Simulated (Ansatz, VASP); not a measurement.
## C in VASP and in Ansatz

File POSCAR:

```
C
1.0
    2.4559134450      0.0000000000      0.0000000000
   -1.2279567225      2.1268834329      0.0000000000
    0.0000000000      0.0000000000      7.0106290262
C
4
Direct
    1.0000000000      1.0000000000      0.2500000000
    0.0000000000      0.0000000000      0.7500000000
    0.3333333333      0.6666666667      0.2500000000
    0.6666666667      0.3333333333      0.7500000000
```

INCAR.step1

```
SYSTEM = C
PREC = Accurate
ENCUT = 520
ISMEAR = -1
SIGMA = 0.05
LREAL = .False.
LASPH = .True.
NELM = 100
NBANDS = 16
GGA = PE
ALGO = Normal
EDIFF = 1E-4
LWAVE = .True.
LCHARG = .False.
```

The input INCAR.step2:

```
SYSTEM = C
PREC = Accurate
ENCUT = 520
EDIFF = 1E-7
ISMEAR = -1
SIGMA = 0.05
LREAL = .False.
LASPH = .True.
NELM = 100
ALGO = Normal
ISIF = 2
LWAVE = .False.
LCHARG = .True.
METAGGA = R2SCAN
LMIXTAU = .True.
LELF = .True.
LVHAR = .True.
NBANDS = 16
ISTART = 1
```

Contents of KPOINTS:

```
regular mesh
0
Gamma
  2 2 1
  0 0 0
```

Input for Ansatz:

```yaml
crystal:
  lattice:
    - [2.455913445, 0.0, 0.0]
    - [-1.2279567225, 2.1268834329, 0.0]
    - [0.0, 0.0, 7.0106290262]
  atoms:
    - { symbol: C, position: [1.0, 1.0, 0.25] }
    - { symbol: C, position: [0.0, 0.0, 0.75] }
    - { symbol: C, position: [0.3333333333, 0.6666666667, 0.25] }
    - { symbol: C, position: [0.6666666667, 0.3333333333, 0.75] }
hamiltonian:
  xc: r2scan
  pseudopotentials:
    kind: paw
    azcp:
      C: "pseudopotentials/C.paw.azcp"
basis:
  ecutwfc: 500
  fft_grid_basis: typed
kpoints:
  mp_grid: { grid: [2, 2, 1], shift: [0, 0, 0] }
magnetization:
  spin_polarized: false
scf:
  occupations: { method: fermi_dirac, width: 0.05 }
  lower_state_search: "off"
output:
  stress: true
```

Alike in both runs: task single point; functional r2SCAN; k mesh 2 × 2 × 1; occupations fermi-dirac, width 0.05 eV; no spin polarisation.

|  | VASP | Ansatz |
| --- | --- | --- |
| version | VASP 6.6.1 | Ansatz 0.2.0 |
| potentials or method | VASP PAW PBE potentials, release 64 (C), cutoff 520 eV | plane waves (500 eV) with PAW, scalar-relativistic |
| valence electrons in the cell | 16 | 16 |

Ansatz gave:

- pressure (GPa): 12.2
- traceless stress, the component that is largest in VASP (GPa): -17.65

Q: Which values does VASP return?

A: Pressure (GPa): 13.1; traceless stress, the component that is largest in VASP (GPa): -18.60.

VASP's potentials were made for PBE, not for r2SCAN.

The k mesh is coarse, so the values compare programs but aren't converged.
